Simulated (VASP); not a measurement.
# KSc2 (P4_2/mnm) in VASP: a series of runs

KSc2 is run at these levels: PBE; tasks: single point.

Everything below comes from runs of VASP 6.6.1. Logs are shortened: lines on timing, memory, paths and dates and some standing lists are left out, and cuts for length are marked.

**1. The cell of the first run**

It takes space group P4_2/mnm (No. 136, tetragonal). Conventional cell: a = 6.286 Å, b = 6.286 Å, c = 4.049 Å, α = 90.00°, β = 90.00°, γ = 90.00°. Within 3.5 Å of K (site symmetry mmm) lie 6 Sc at 2.66 to 2.72 Å. Sc (site symmetry m2m) has 3 K at 2.66 to 2.72 Å and 1 Sc at 3.45 Å within 3.5 Å.

**2. Single point, PBE**

File INCAR:

```
PREC = Accurate ; ENCUT = 520
EDIFF = 1E-7 ; ISMEAR = 0
SIGMA = 0.1 ; LREAL = F
LASPH = T ; NELM = 60
ALGO = Fast ; ISIF = 2
LWAVE = F ; LCHARG = T
GGA = PE ; LELF = T
LVHAR = T ; NBANDS = 40
```

File KPOINTS:

```
regular mesh
0
Gamma
  4 4 4
```

File POSCAR:

```
KSc2
1.0
    6.2862730056      0.0000000000      0.0000000000
    0.0000000000      6.2862730056      0.0000000000
    0.0000000000      0.0000000000      4.0489947374
K Sc
2 4
Direct
    0.0000000000      0.0000000000      0.0000000000
    0.5000000000      0.5000000000      0.5000000000
    0.3060000000      0.3060000000      0.0000000000
    0.1940000000      0.8060000000      0.5000000000
    0.6940000000      0.6940000000      0.0000000000
    0.8060000000      0.1940000000      0.5000000000
```

Potentials or basis: VASP PAW PBE potentials, release 64 (K_sv, Sc_sv).

On the command line:

```console
$ cat potpaw_PBE.64/K_sv/POTCAR potpaw_PBE.64/Sc_sv/POTCAR > POTCAR
$ mpirun -np 1 vasp_std > vasp.out
```

OUTCAR:

```text
PREC = Accurate
   ENCUT = 520
   EDIFF = 1E-7
   ISMEAR = 0
   LREAL = F
   LASPH = T
   NELM = 60
   ISIF = 2
   GGA = PE

 ion  position               nearest neighbor table
   1  0.000  0.000  0.000-   4 2.66   6 2.66   4 2.66   6 2.66   5 2.72   3 2.72
   2  0.500  0.500  0.500-   3 2.66   5 2.66   3 2.66   5 2.66   4 2.72   6 2.72
   3  0.306  0.306  0.000-   2 2.66   2 2.66   1 2.72
   4  0.194  0.806  0.500-   1 2.66   1 2.66   2 2.72
   5  0.694  0.694  0.000-   2 2.66   2 2.66   1 2.72
   6  0.806  0.194  0.500-   1 2.66   1 2.66   2 2.72

  LATTYP: Found a simple tetragonal cell.
 ALAT       =     6.2862730056
 C/A-ratio  =     0.6441010013

  Lattice vectors:

 A1 = (   6.2862730056,   0.0000000000,   0.0000000000)
 A2 = (   0.0000000000,   6.2862730056,   0.0000000000)
 A3 = (   0.0000000000,   0.0000000000,   4.0489947374)

Analysis of symmetry for initial positions (statically):
=====================================================================
 Subroutine PRICEL returns:
 Original cell was already a primitive cell.

 Routine SETGRP: Setting up the symmetry group for a
 simple tetragonal supercell.

 Subroutine GETGRP returns: Found 16 space group operations
 (whereof  8 operations were pure point group operations)
 out of a pool of 16 trial point group operations.

The static configuration has the point symmetry D_2h.
 The point group associated with its full space group is D_4h.

Analysis of symmetry for dynamics (positions and initial velocities):
=====================================================================
 Subroutine PRICEL returns:
 Original cell was already a primitive cell.

 Routine SETGRP: Setting up the symmetry group for a
 simple tetragonal supercell.

 Subroutine GETGRP returns: Found 16 space group operations
 (whereof  8 operations were pure point group operations)
 out of a pool of 16 trial point group operations.

The dynamic configuration has the point symmetry D_2h.
 The point group associated with its full space group is D_4h.

 Subroutine INISYM returns: Found 16 space group operations
 (whereof  8 operations are pure point group operations),
 and found     1 'primitive' translations

----------------------------------------------------------------------------------------

                                     Primitive cell

  volume of cell :     160.0050

[... 91 lines left out ...]
   EDIFFG = 0.1E-05   stopping-criterion for IOM
   NSW    =      0    number of steps for IOM
   IBRION =     -1    ionic relax: 0-MD 1-quasi-New 2-CG
   NFREE  =      0    steps in history (QN), initial steepest desc. (CG)
   ISIF   =      2    stress and relaxation
   ISYM   =      2    0-nonsym 1-usesym 2-fastsym
   POTIM  = 0.5000    time-step for ionic-motion
   TEBEG  =    0.0;   TEEND  =   0.0 temperature during run
   PSTRESS=    0.0 pullay stress
   NELECT =      62.0000    total number of electrons
   NUPDOWN=      -1.0000    fix difference up-down
   EMIN   =  10.00;   EMAX   =-10.00  energy-range for DOS
   EFERMI =   0.00;   METHOD = LEGACY
   ISMEAR =     0;   SIGMA  =   0.10  broadening in eV -4-tet -1-fermi 0-gaus
   EFERMI_NEDOS =   21; number of points for ismear=-14 and -15
   IALGO  =     68    algorithm
   IMIX   =      4    mixing-type and parameters
     AMIX     =   0.40;   BMIX     =  1.00
     AMIX_MAG =   1.60;   BMIX_MAG =  1.00
  volume/ion in A,a.u.               =      26.67       179.96
  Fermi-wavevector in a.u.,A,eV,Ry     =   1.193514  2.255414 19.381166  1.424476
  Thomas-Fermi vector in A             =   2.329526
   LORBIT       =      0    0 simple, 1 ext, 2 COOP (PROOUT), +10 PAW based schemes
   GGA     = PE    functional components
   LHFCALC =     F    Hartree Fock is set to
   AEXX    =    0.0000 exact exchange contribution
   IVDW    =     0    specifies the selected vdW correction
   LEPSILON=     F    determine dielectric tensor
   LRPA    =     F    only Hartree local field effects (RPA)
 non-spin polarized calculation
 RMM-DIIS sequential band-by-band and
 Gauss-broadening in eV      SIGMA  =   0.10
  energy-cutoff  :      520.00
  volume of cell :      160.01
 maximum number of plane-waves:      4336
 NGX is ok and might be reduce to    48
   NGX = 23   NGY = 23   NGZ = 15

 number of electron      62.0000008 magnetization

 Free energy of the ion-electron system (eV)
  ---------------------------------------------------
  ext. energy  EPLUGINS =         0.00000000
  ---------------------------------------------------
  free energy    TOTEN  =       -16.16730206 eV

  energy without entropy =      -16.11888106  energy(sigma->0) =      -16.14309156

 E-fermi :   3.2084     XC(G=0):  -9.2443

 val. band max:        3.1641802444   @ k =   0.5000   0.5000   0.2500
 cond. band min:       3.2092807162   @ k =   0.0000   0.0000   0.0000
 fundamental gap:      0.0451004718
 Fermi energy:         3.2083963253

 k-point     1 :       0.0000    0.0000    0.0000
  band No.  band energies     occupation
      1     -47.0588      2.00000
      2     -47.0462      2.00000
      3     -47.0461      2.00000
      4     -47.0461      2.00000
      5     -29.1502      2.00000
      6     -29.0413      2.00000
[... 763 lines left out ...]
     39       4.4567      0.00000
     40       4.4568      0.00000

------------------------ aborting loop because EDIFF is reached ----------------------------------------

  FORCE on cell =-STRESS in cart. coord.  units (eV):
  Direction    XX          YY          ZZ          XY          YZ          ZX
  --------------------------------------------------------------------------------------
  -------------------------------------------------------------------------------------
  Total        1.9509244      1.9509244      6.4534119      0.0000000      0.0000000      0.0000000
  in kB       19.5351759     19.5351759     64.6199002      0.0000000      0.0000000      0.0000000
  external PRESSURE =      34.5634173 kB  Pullay stress =       0.0000000 kB

 VOLUME and BASIS-vectors are now :
 -----------------------------------------------------------------------------
  energy-cutoff  :      520.00
  volume of cell :      160.01
      direct lattice vectors                 reciprocal lattice vectors
     6.286273006  0.000000000  0.000000000     0.159076769  0.000000000  0.000000000
     0.000000000  6.286273006  0.000000000     0.000000000  0.159076769  0.000000000
     0.000000000  0.000000000  4.048994737     0.000000000  0.000000000  0.246974883

 POSITION                                       TOTAL-FORCE (eV/Angst)
 -----------------------------------------------------------------------------------
      0.00000      0.00000      0.00000        -0.000000     -0.000000      0.000000
      3.14314      3.14314      2.02450        -0.000000     -0.000000      0.000000
      1.92360      1.92360      0.00000        -0.292282     -0.292282     -0.000000
      1.21954      5.06674      2.02450         0.292282     -0.292282     -0.000000
      4.36267      4.36267      0.00000         0.292282      0.292282      0.000000
      5.06674      1.21954      2.02450        -0.292282      0.292282      0.000000
 -----------------------------------------------------------------------------------
    total drift:                                0.000000     -0.000000     -0.000000

  FREE ENERGIE OF THE ION-ELECTRON SYSTEM (eV)
  ---------------------------------------------------
  free  energy   TOTEN  =       -16.1673020632 eV

  energy  without entropy=      -16.1188810644  energy(sigma->0) =      -16.14309156
```

Run time: 4.5 min. Hardware: 1 thread of AMD EPYC 9R45 (Zen 5), shared host; peak memory 0.27 GiB.

Results:

```yaml
Free_energy: -16.1673 eV
Pressure: 3.5 GPa
Largest_force: 0.413 eV/Å
Band_gap_on_the_k_mesh: zero (bands 31 and 32 overlap by 0.69 eV)
```

Forces on the atoms (eV/Å):
```
K    0.000  0.000  0.000
K    0.000  0.000  0.000
Sc  -0.292 -0.292  0.000
Sc   0.292 -0.292  0.000
Sc   0.292  0.292  0.000
Sc  -0.292  0.292  0.000
```

Stress tensor (GPa, compression positive):
```
1.95 0.00 0.00
0.00 1.95 0.00
0.00 0.00 6.46
```

Caveat: the k points lie up to 0.39 Å⁻¹ apart, too coarse for converged energies and pressures of a metal.

(Part 1 of 2 ends here.)

The gap in the log of VASP goes by the Fermi energy; the results here count the filled bands.